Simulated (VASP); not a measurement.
# BaTiO3 (Amm2) in VASP: a series of runs

Runs on BaTiO3. Level: PBE+U. Tasks: single point.

All numbers are computed with VASP 6.6.1; they aren't measurements. Logs are shortened: lines on timing, memory, paths and dates and some standing lists are left out, and cuts for length are marked.

## Step 1: The cell of the first run

The structure is orthorhombic, space group Amm2 (No. 38). Conventional cell: a = 3.808 Å, b = 5.459 Å, c = 5.916 Å, α = 90.00°, β = 90.00°, γ = 90.00°. Ba (site symmetry mm2) has 12 O at 2.73 to 3.06 Å and 8 Ti at 3.33 to 3.58 Å within 3.6 Å. Within 2.5 Å of Ti (site symmetry mm2) lie 6 O at 1.86 to 2.17 Å. Within 2.5 Å of O (site symmetry mm2) lie 2 Ti at 1.91 Å. Within 2.5 Å of O (site symmetry m) lie 2 Ti at 1.86 to 2.17 Å.

## Step 2: Single point, PBE+U (strain -0.050 along x and y, +0.025 along z)

File INCAR:

```
PREC = Accurate
ENCUT = 520
EDIFF = 1E-6
ISMEAR = 0
SIGMA = 0.05
LREAL = F
LASPH = T
NELM = 150
ALGO = Normal
ISIF = 2
LWAVE = F
LCHARG = T
LMAXMIX = 4
LDAU = T
LDAUTYPE = 2
LDAUL = -1 2 -1
LDAUU = 0 4 0
LDAUJ = 0 0 0
LDAUPRINT = 1
GGA = PE
LELF = T
LVHAR = T
NBANDS = 28
```

File KPOINTS:

```
Automatic mesh
0
Gamma
  6 6 6
```

File POSCAR:

```
BaTiO3
1.0
    3.8078084423      0.0000000000      0.0000000000
    0.0000000000      2.7296174090      2.9580664015
    0.0000000000     -2.7296174090      2.9580664015
Ba Ti O
1 1 3
Direct
    0.0000000000      0.0080771898      0.0080771898
    0.5000000000      0.5197092923      0.5197092923
    0.0000000000      0.4916268263      0.4916268263
    0.5000000000      0.4938075436      0.9829991481
    0.5000000000      0.9829991481      0.4938075436
```

Potentials or basis: VASP PAW PBE potentials, release 64 (Ba_sv, Ti_sv, O).

On the command line:

```bash
cat potpaw_PBE.64/Ba_sv/POTCAR potpaw_PBE.64/Ti_sv/POTCAR potpaw_PBE.64/O/POTCAR > POTCAR
mpirun -np 1 vasp_std > vasp.out
```

OUTCAR:

```text
PREC = Accurate
   ENCUT = 520
   EDIFF = 1E-6
   ISMEAR = 0
   LREAL = F
   LASPH = T
   NELM = 150
   ISIF = 2
   GGA = PE

 ion  position               nearest neighbor table
   1  0.000  0.008  0.008-   4 2.73   5 2.73   4 2.73   5 2.73   3 2.73   3 2.73   5 2.82   4 2.82
                             5 2.82   4 2.82   3 2.86   3 3.06   2 3.33   2 3.33   2 3.33   2 3.33
   2  0.500  0.520  0.520-   4 1.86   5 1.86   3 1.91   3 1.91   5 2.17   4 2.17   1 3.33   1 3.33
                             1 3.33   1 3.33   1 3.46   1 3.46   1 3.58   1 3.58
   3  0.000  0.492  0.492-   2 1.91   2 1.91   1 2.73   1 2.73   1 2.86   1 3.06
   4  0.500  0.494  0.983-   2 1.86   2 2.17   1 2.73   1 2.73   1 2.82   1 2.82
   5  0.500  0.983  0.494-   2 1.86   2 2.17   1 2.73   1 2.73   1 2.82   1 2.82

  LATTYP: Found a base centered orthorhombic cell.
 ALAT       =     5.4592348180
 B/A-ratio  =     1.0836926786
 C/A-ratio  =     0.6974985633

  Lattice vectors:

 A1 = (   0.0000000000,   2.7296174090,  -2.9580664015)
 A2 = (   0.0000000000,   2.7296174090,   2.9580664015)
 A3 = (   3.8078084423,   0.0000000000,   0.0000000000)

Analysis of symmetry for initial positions (statically):
=====================================================================
 Subroutine PRICEL returns:
 Original cell was already a primitive cell.

 Routine SETGRP: Setting up the symmetry group for a
 base centered orthorhombic supercell.

 Subroutine GETGRP returns: Found  4 space group operations
 (whereof  4 operations were pure point group operations)
 out of a pool of  8 trial point group operations.

The static configuration has the point symmetry C_2v.

Analysis of symmetry for dynamics (positions and initial velocities):
=====================================================================
 Subroutine PRICEL returns:
 Original cell was already a primitive cell.

 Routine SETGRP: Setting up the symmetry group for a
 base centered orthorhombic supercell.

 Subroutine GETGRP returns: Found  4 space group operations
 (whereof  4 operations were pure point group operations)
 out of a pool of  8 trial point group operations.

The dynamic configuration has the point symmetry C_2v.

 Subroutine INISYM returns: Found  4 space group operations
 (whereof  4 operations are pure point group operations),
 and found     1 'primitive' translations

----------------------------------------------------------------------------------------

                                     Primitive cell

  volume of cell :      61.4915

  direct lattice vectors                    reciprocal lattice vectors
     3.807808442  0.000000000  0.000000000     0.262618253  0.000000000  0.000000000
     0.000000000  2.729617409  2.958066401     0.000000000  0.183175854  0.169029336
     0.000000000 -2.729617409  2.958066401     0.000000000 -0.183175854  0.169029336

  length of vectors
     3.807808442  4.025042613  4.025042613     0.262618253  0.249247487  0.249247487

  position of ions in fractional coordinates (direct lattice)
     0.000000000  0.008077190  0.008077190
     0.500000000  0.519709292  0.519709292
     0.000000000  0.491626826  0.491626826
     0.500000000  0.493807544  0.982999148
     0.500000000  0.982999148  0.493807544

  ion indices of the primitive-cell ions
   primitive index   ion index
                 1           1
                 2           2
                 3           3
                 4           4
                 5           5

----------------------------------------------------------------------------------------

 KPOINTS: Automatic mesh

Automatic generation of k-mesh.
 Grid dimensions read from file:
 generate k-points for:    6    6    6

 Generating k-lattice:

  Cartesian coordinates                     Fractional coordinates (reciprocal lattice)
     0.043769709  0.000000000  0.000000000     0.166666667  0.000000000  0.000000000
     0.000000000  0.030529309  0.028171556     0.000000000  0.166666667 -0.000000000
[... 55 lines left out ...]
   LASPH  =      T    aspherical Exc in radial PAW
   ENCUT  =  520.0 eV  38.22 Ry    6.18 a.u.   7.08  7.48  7.48*2*pi/ulx,y,z
   NELM   =    150;   NELMIN=  2; NELMDL= -5     # of ELM steps
   EDIFF  = 0.1E-05   stopping-criterion for ELM
   LREAL  =      F    real-space projection
   EDIFFG = 0.1E-04   stopping-criterion for IOM
   NSW    =      0    number of steps for IOM
   IBRION =     -1    ionic relax: 0-MD 1-quasi-New 2-CG
   NFREE  =      0    steps in history (QN), initial steepest desc. (CG)
   ISIF   =      2    stress and relaxation
   ISYM   =      2    0-nonsym 1-usesym 2-fastsym
   POTIM  = 0.5000    time-step for ionic-motion
   TEBEG  =    0.0;   TEEND  =   0.0 temperature during run
   PSTRESS=    0.0 pullay stress
   NELECT =      40.0000    total number of electrons
   NUPDOWN=      -1.0000    fix difference up-down
   EMIN   =  10.00;   EMAX   =-10.00  energy-range for DOS
   EFERMI =   0.00;   METHOD = LEGACY
   ISMEAR =     0;   SIGMA  =   0.05  broadening in eV -4-tet -1-fermi 0-gaus
   EFERMI_NEDOS =   21; number of points for ismear=-14 and -15
   IALGO  =     38    algorithm
   IMIX   =      4    mixing-type and parameters
     AMIX     =   0.40;   BMIX     =  1.00
     AMIX_MAG =   1.60;   BMIX_MAG =  1.00
  volume/ion in A,a.u.               =      12.30        82.99
  Fermi-wavevector in a.u.,A,eV,Ry     =   1.418480  2.680539 27.376087  2.012086
  Thomas-Fermi vector in A             =   2.539601
   LORBIT       =      0    0 simple, 1 ext, 2 COOP (PROOUT), +10 PAW based schemes
 LDA+U is selected, type is set to LDAUTYPE =  2
   angular momentum for each species LDAUL =    -1    2   -1
   U (eV)           for each species LDAUU =   0.0  4.0  0.0
   J (eV)           for each species LDAUJ =   0.0  0.0  0.0
   GGA     = PE    functional components
   LHFCALC =     F    Hartree Fock is set to
   AEXX    =    0.0000 exact exchange contribution
   IVDW    =     0    specifies the selected vdW correction
   LEPSILON=     F    determine dielectric tensor
   LRPA    =     F    only Hartree local field effects (RPA)
 non-spin polarized calculation
 Gauss-broadening in eV      SIGMA  =   0.05
  energy-cutoff  :      520.00
  volume of cell :       61.49
 maximum number of plane-waves:      1670
   NGX = 15   NGY = 15   NGZ = 15

atom =   2  type =  2  l = 2

 onsite density matrix

spin component  1

  0.1163  0.0000  0.0000  0.0000  0.0000
  0.0000  0.2513  0.0000  0.0000  0.0000
  0.0000  0.0000  0.1469  0.0000 -0.0654
  0.0000  0.0000  0.0000  0.1158  0.0000
  0.0000  0.0000 -0.0654  0.0000  0.2281

spin component  2

  0.1163  0.0000  0.0000  0.0000  0.0000
  0.0000  0.2513  0.0000  0.0000  0.0000
  0.0000  0.0000  0.1469  0.0000 -0.0654
  0.0000  0.0000  0.0000  0.1158  0.0000
  0.0000  0.0000 -0.0654  0.0000  0.2281

 occupancies and eigenvectors

  o =  0.1105  v =  0.0000  0.0000 -0.8739  0.0000 -0.4860  0.0000  0.0000  0.0000  0.0000  0.0000      0.0000  0.0000  0.0000  0.0000  0.0000  0.0000  0.0000  0.0000  0.0000  0.0000
  o =  0.1105  v =  0.0000  0.0000  0.0000  0.0000  0.0000  0.0000  0.0000 -0.8739  0.0000 -0.4860      0.0000  0.0000  0.0000  0.0000  0.0000  0.0000  0.0000  0.0000  0.0000  0.0000
  o =  0.1158  v =  0.0000  0.0000  0.0000  1.0000  0.0000  0.0000  0.0000  0.0000  0.0000  0.0000      0.0000  0.0000  0.0000  0.0000  0.0000  0.0000  0.0000  0.0000  0.0000  0.0000
  o =  0.1158  v =  0.0000  0.0000  0.0000  0.0000  0.0000  0.0000  0.0000  0.0000  1.0000  0.0000      0.0000  0.0000  0.0000  0.0000  0.0000  0.0000  0.0000  0.0000  0.0000  0.0000
  o =  0.1163  v =  0.0000  0.0000  0.0000  0.0000  0.0000  1.0000  0.0000  0.0000  0.0000  0.0000      0.0000  0.0000  0.0000  0.0000  0.0000  0.0000  0.0000  0.0000  0.0000  0.0000
  o =  0.1163  v =  1.0000  0.0000  0.0000  0.0000  0.0000  0.0000  0.0000  0.0000  0.0000  0.0000      0.0000  0.0000  0.0000  0.0000  0.0000  0.0000  0.0000  0.0000  0.0000  0.0000
  o =  0.2513  v =  0.0000  0.0000  0.0000  0.0000  0.0000  0.0000  1.0000  0.0000  0.0000  0.0000      0.0000  0.0000  0.0000  0.0000  0.0000  0.0000  0.0000  0.0000  0.0000  0.0000
  o =  0.2513  v =  0.0000  1.0000  0.0000  0.0000  0.0000  0.0000  0.0000  0.0000  0.0000  0.0000      0.0000  0.0000  0.0000  0.0000  0.0000  0.0000  0.0000  0.0000  0.0000  0.0000
  o =  0.2645  v =  0.0000  0.0000  0.0000  0.0000  0.0000  0.0000  0.0000 -0.4860  0.0000  0.8739      0.0000  0.0000  0.0000  0.0000  0.0000  0.0000  0.0000  0.0000  0.0000  0.0000
  o =  0.2645  v =  0.0000  0.0000 -0.4860  0.0000  0.8739  0.0000  0.0000  0.0000  0.0000  0.0000      0.0000  0.0000  0.0000  0.0000  0.0000  0.0000  0.0000  0.0000  0.0000  0.0000

 number of electron      40.0000002 magnetization

 Free energy of the ion-electron system (eV)
  ---------------------------------------------------
  ext. energy  EPLUGINS =         0.00000000
  ---------------------------------------------------
  free energy    TOTEN  =       -36.76821191 eV

  energy without entropy =      -36.76821191  energy(sigma->0) =      -36.76821191

 E-fermi :   4.6710     XC(G=0): -11.4686

 val. band max:        4.3815226897   @ k =   0.5000   0.5000   0.5000
 cond. band min:       6.8510001834   @ k =   0.0000   0.0000   0.0000
 fundamental gap:      2.4694774936
 Fermi energy:         4.6709704559

 k-point     1 :       0.0000    0.0000    0.0000
  band No.  band energies     occupation
      1     -52.9404      2.00000
      2     -29.2119      2.00000
      3     -29.1527      2.00000
      4     -29.1432      2.00000
      5     -20.4820      2.00000
      6     -12.7906      2.00000
[... 733 lines left out ...]
     27      12.8644      0.00000
     28      13.0485      0.00000

 [... further k-points ...]

------------------------ aborting loop because EDIFF is reached ----------------------------------------

  FORCE on cell =-STRESS in cart. coord.  units (eV):
  Direction    XX          YY          ZZ          XY          YZ          ZX
  --------------------------------------------------------------------------------------
  -------------------------------------------------------------------------------------
  Total       10.2295147     10.3161604      2.6561968      0.0000000      0.0000000      0.0000000
  in kB      266.5329018    268.7904804     69.2079589      0.0000000      0.0000000      0.0000000
  external PRESSURE =     201.5104470 kB  Pullay stress =       0.0000000 kB

 VOLUME and BASIS-vectors are now :
 -----------------------------------------------------------------------------
  energy-cutoff  :      520.00
  volume of cell :       61.49
      direct lattice vectors                 reciprocal lattice vectors
     3.807808442  0.000000000  0.000000000     0.262618253  0.000000000  0.000000000
     0.000000000  2.729617409  2.958066401     0.000000000  0.183175854  0.169029336
     0.000000000 -2.729617409  2.958066401     0.000000000 -0.183175854  0.169029336

 POSITION                                       TOTAL-FORCE (eV/Angst)
 -----------------------------------------------------------------------------------
      0.00000      0.00000      0.04779         0.000000      0.000000     -0.088875
      1.90390      0.00000      3.07467         0.000000      0.000000     -0.826678
      0.00000      0.00000      2.90853         0.000000      0.000000     -0.307015
      1.90390     -1.33531      4.36849         0.000000     -0.693030      0.611284
      1.90390      1.33531      4.36849         0.000000      0.693030      0.611284
 -----------------------------------------------------------------------------------
    total drift:                                0.000000     -0.000000     -0.000032

  FREE ENERGIE OF THE ION-ELECTRON SYSTEM (eV)
  ---------------------------------------------------
  free  energy   TOTEN  =       -36.7682119086 eV

  energy  without entropy=      -36.7682119086  energy(sigma->0) =      -36.76821191
```

It took 34 s on 1 thread of Intel Xeon 6975P-C (Granite Rapids), shared host; peak memory 0.22 GiB.

What came out:

```yaml
Free_energy: -36.7682 eV
Pressure: 20.2 GPa
Largest_force: 0.924 eV/Å
Band_gap_on_the_k_mesh: 2.47 eV, indirect (least direct gap 2.73 eV)
```

Forces in eV/Å, atoms in the order of the input:
```
Ba   0.000  0.000 -0.089
Ti   0.000  0.000 -0.827
O    0.000  0.000 -0.307
O    0.000 -0.693  0.611
O    0.000  0.693  0.611
```

Stress tensor (GPa, compression positive):
```
26.65  0.00  0.00
 0.00 26.88  0.00
 0.00  0.00  6.92
```

Eigenvalues of the final occupation matrices:
| site | spin | trace | eigenvalues |
| --- | --- | --- | --- |
| site 2 d | 1 | 0.86 | 0.11 0.12 0.12 0.25 0.26 |
| site 2 d | 2 | 0.86 | 0.11 0.12 0.12 0.25 0.26 |

Caveat: the cell differs from its parent crystal (strain -0.050 along x and y, +0.025 along z); spin-orbit coupling is left out, which moves the levels of the heavy elements.

## Step 3: Single point, PBE+U (strain -0.050 along x and y, +0.050 along z)

File INCAR:

```
PREC = Accurate ; ENCUT = 520
EDIFF = 1E-6 ; ISMEAR = 0
SIGMA = 0.05 ; LREAL = F
LASPH = T ; NELM = 150
ALGO = Normal ; ISIF = 2
LWAVE = F ; LCHARG = T
LMAXMIX = 4 ; LDAU = T
LDAUTYPE = 2 ; LDAUL = -1 2 -1
LDAUU = 0 4 0 ; LDAUJ = 0 0 0
LDAUPRINT = 1 ; GGA = PE
LELF = T ; LVHAR = T
NBANDS = 28
```

KPOINTS is that of step 2.

Changes to POSCAR since step 2:

```diff
@@ -3,4 +3,4 @@
     3.8078084423      0.0000000000      0.0000000000
-    0.0000000000      2.7296174090      2.9580664015
-    0.0000000000     -2.7296174090      2.9580664015
+    0.0000000000      2.7296174090      3.0302143625
+    0.0000000000     -2.7296174090      3.0302143625
 Ba Ti O
```

Potentials or basis: VASP PAW PBE potentials, release 64 (Ba_sv, Ti_sv, O).

On the command line:

```bash
cat potpaw_PBE.64/Ba_sv/POTCAR potpaw_PBE.64/Ti_sv/POTCAR potpaw_PBE.64/O/POTCAR > POTCAR
mpirun -np 1 vasp_std > vasp.out
```

Wall time 34 s (1 thread of Intel Xeon 6975P-C (Granite Rapids), shared host); peak memory 0.23 GiB.

It converged, with:

| Quantity | Value |
| --- | --- |
| Free energy | -36.7969 eV |
| Pressure | 15.3 GPa |
| Largest force | 0.606 eV/Å |
| Band gap on the k mesh | 2.33 eV, indirect (least direct gap 2.57 eV) |

Forces on the atoms (eV/Å):
```
Ba   0.000  0.000 -0.060
Ti   0.000  0.000 -0.330
O    0.000  0.000 -0.340
O    0.000 -0.484  0.365
O    0.000  0.484  0.365
```

Stress tensor (GPa, compression positive):
```
23.16  0.00  0.00
 0.00 23.67  0.00
 0.00  0.00 -0.95
```

Levels at points of the mesh, in eV from the valence-band top:
| k point | band 16 | band 17 | band 18 | band 19 | band 20 | band 21 | band 22 | band 23 | band 24 | band 25 |
| --- | --- | --- | --- | --- | --- | --- | --- | --- | --- | --- |
| (0.00, 0.00, 0.00) | -1.28 | -1.19 | -0.76 | -0.60 | -0.24 | 2.33 | 2.53 | 2.95 | 4.25 | 4.48 |
| (0.50, 0.00, 0.00) | -2.24 | -1.96 | -1.94 | -1.59 | -0.73 | 2.81 | 4.17 | 4.44 | 4.44 | 5.99 |
| (0.00, 0.50, 0.00) | -2.21 | -1.77 | -1.61 | -1.07 | -0.95 | 2.76 | 3.96 | 4.04 | 4.40 | 6.03 |
| (0.50, 0.50, 0.00) | -2.87 | -1.89 | -0.90 | -0.89 | -0.22 | 3.94 | 4.47 | 4.67 | 4.68 | 7.70 |
| (0.00, 0.50, 0.50) | -2.44 | -1.89 | -1.47 | -1.11 | -0.33 | 3.85 | 4.19 | 4.31 | 5.48 | 7.33 |
| (0.50, 0.50, 0.50) | -2.36 | -2.10 | -0.23 | -0.22 | 0.00 | 4.58 | 4.85 | 4.91 | 5.92 | 6.59 |

Eigenvalues of the final occupation matrices:
| site | spin | trace | eigenvalues |
| --- | --- | --- | --- |
| site 2 d | 1 | 0.84 | 0.11 0.12 0.12 0.24 0.26 |
| site 2 d | 2 | 0.84 | 0.11 0.12 0.12 0.24 0.26 |

Caveat: the cell differs from its parent crystal (strain -0.050 along x and y, +0.050 along z); spin-orbit coupling is left out, which moves the levels of the heavy elements.
